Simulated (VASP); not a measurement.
Write the native input for VASP 6.6.1 that does the following.

```
Task                   : single point
Functional             : PBEsol
Potentials or basis    : VASP PAW PBE potentials, release 64 (Ti_sv, N)
Cutoff                 : 520 eV
k mesh                 : 6 × 6 × 1
Occupations            : gaussian, width 0.1 eV
Spin                   : no spin polarisation
Dipole correction      : yes
Further INCAR settings : ALGO = Normal; EDIFF = 1e-06; NBANDS = 63; NELMDL = -8
```

The structure of TiN lies in POSCAR:

```
TiN
1.0
    2.9726300466      0.0000000000      0.0000000000
    0.0000000000      2.9726300466      0.0000000000
    0.0000000000      0.0000000000     25.5098343195
Ti N
6 6
Direct
    0.5000000000      0.5000000000      0.2940042615
    0.0000000000      0.0000000000      0.3764025569
    0.5000000000      0.5000000000      0.4588008523
    0.0000000000      0.0000000000      0.5411991477
    0.5000000000      0.5000000000      0.6235974431
    0.0000000000      0.0000000000      0.7059957385
    0.0000000000      0.0000000000      0.2940042615
    0.5000000000      0.5000000000      0.3764025569
    0.0000000000      0.0000000000      0.4588008523
    0.5000000000      0.5000000000      0.5411991477
    0.0000000000      0.0000000000      0.6235974431
    0.5000000000      0.5000000000      0.7059957385
```

The input as run:

INCAR

```
SYSTEM = TiN
PREC = Accurate
ENCUT = 520
EDIFF = 1E-6
ISMEAR = 0
SIGMA = 0.1
LREAL = .False.
LASPH = .True.
NELM = 120
ALGO = Normal
ISIF = 2
LWAVE = .False.
LCHARG = .True.
LDIPOL = .True.
IDIPOL = 3
DIPOL = 0.5 0.5 0.500
GGA = PS
LELF = .True.
LVHAR = .True.
LVACPOTAV = .True.
NBANDS = 63
GGA_COMPAT = .False.
NELMDL = -8
```

KPOINTS

```
regular mesh
0
Gamma
  6 6 1
  0 0 0
```

Potentials or basis: VASP PAW PBE potentials, release 64 (Ti_sv, N).

The run is started by

```bash
$ cat potpaw_PBE.64/Ti_sv/POTCAR potpaw_PBE.64/N/POTCAR > POTCAR
$ mpirun -np 1 vasp_std > vasp.out
```

It gave:

```
Largest force          : 2.209 eV/Å
Band gap on the k mesh : zero (bands 51 and 52 overlap by 2.75 eV)
```

Caveat: the PAW data sets were made with another functional, which shifts forces and pressure a little.

Wall time 10 min on 1 thread of Oxide Virtual Turin-like Processor, on a shared host, peak memory 0.33 GiB.
